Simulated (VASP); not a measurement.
Input of a VASP 6.6.1 run:

The input POSCAR:

```
ScAl3
1.0
    4.1123996599      0.0000000000      0.0000000000
    0.0000000000      4.1123996599      0.0000000000
    0.0000000000      0.0000000000      4.1123996599
Sc Al
1 3
Direct
    0.0000000000      0.0000000000      0.0000000000
    0.5000000000      0.0000000000      0.5000000000
    0.0000000000      0.5000000000      0.5000000000
    0.5000000000      0.5000000000      0.0000000000
```

INCAR.step1

```
SYSTEM = ScAl3
ALGO = Normal
EDIFF = 1E-4
ENCUT = 520
GGA = PE
ISMEAR = 0
LASPH = .TRUE.
LCHARG = .FALSE.
LREAL = .FALSE.
LWAVE = .TRUE.
NBANDS = 18
NELM = 60
PREC = Accurate
SIGMA = 0.05
```

File INCAR.step2:

```
SYSTEM = ScAl3
ALGO = Normal
EDIFF = 1E-6
ENCUT = 520
ISIF = 2
ISMEAR = 0
ISTART = 1
LASPH = .TRUE.
LCHARG = .FALSE.
LMIXTAU = .TRUE.
LREAL = .FALSE.
LWAVE = .FALSE.
METAGGA = R2SCAN
NBANDS = 18
NELM = 60
PREC = Accurate
SIGMA = 0.05
```

Contents of KPOINTS:

```
k-points
0
G
  10 10 10
  0 0 0
```

Potentials or basis: VASP PAW PBE potentials, release 64 (Sc_sv, Al).

Launch:

```console
$ cat potpaw_PBE.64/Sc_sv/POTCAR potpaw_PBE.64/Al/POTCAR > POTCAR
$ cp INCAR.step1 INCAR
$ mpirun -np 1 vasp_std > vasp.out
$ cp INCAR.step2 INCAR
$ mpirun -np 1 vasp_std > vasp.out
```

Problem. What does it give for the pressure?

Solution. -1.8 GPa.

Problem. What does it give for the band gap on the k mesh?

Solution. Zero (bands 10 and 11 overlap by 4.21 eV).

Caveat: the PAW data sets were made with another functional, which shifts forces and pressure a little.
